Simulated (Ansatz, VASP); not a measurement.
# KF: VASP beside Ansatz

INCAR

```
SYSTEM = KF
ALGO = Normal ; EDIFF = 1E-6
ENCUT = 520 ; GGA = PE
ISIF = 2 ; ISMEAR = 0
LASPH = .True. ; LCHARG = .False.
LREAL = .False. ; LWAVE = .False.
NBANDS = 15 ; NELM = 80
PREC = Accurate ; SIGMA = 0.01
```

Contents of KPOINTS:

```
k-points
0
Gamma
  6 6 6
  0 0 0
```

POSCAR

```
KF
1.0
    3.1788706815      0.0000000000      0.0000000000
    0.0000000000      3.1788706815      0.0000000000
    0.0000000000      0.0000000000      3.1788706815
K F
1 1
Direct
    0.0000000000      0.0000000000      0.0000000000
    0.5000000000      0.5000000000      0.5000000000
```

Input for Ansatz:

```yaml
crystal:
  lattice:
    - [3.1788706815, 0.0, 0.0]
    - [0.0, 3.1788706815, 0.0]
    - [0.0, 0.0, 3.1788706815]
  atoms:
    - { symbol: K, position: [0.0, 0.0, 0.0] }
    - { symbol: F, position: [0.5, 0.5, 0.5] }
kpoints:
  mp_grid: { grid: [6, 6, 6] }
hamiltonian:
  xc: pbe
scf:
  occupations: { method: fixed }
  n_extra_bands: 4
output:
  forces: true
  stress: true
  eigenvalues: true
```

Alike in both runs: task single point; functional PBE; k mesh 6 × 6 × 6; no spin polarisation.

|  | VASP | Ansatz |
| --- | --- | --- |
| version | VASP 6.6.1 | Ansatz 0.2.0 |
| potentials or method | VASP PAW PBE potentials, release 64 (K_sv, F) | plane waves |
| plane-wave cutoff (eV) | 520 | 420 |
| occupations | gaussian, width 0.01 eV | fixed |
| valence electrons in the cell | 16 | 16 |

VASP gave:

* gap on the k mesh at the Fermi level (eV): 6.80
* pressure (GPa): 3.0

What did Ansatz give for the same quantities?

gap on the k mesh at the Fermi level (eV): 6.82; pressure (GPa): 2.9.
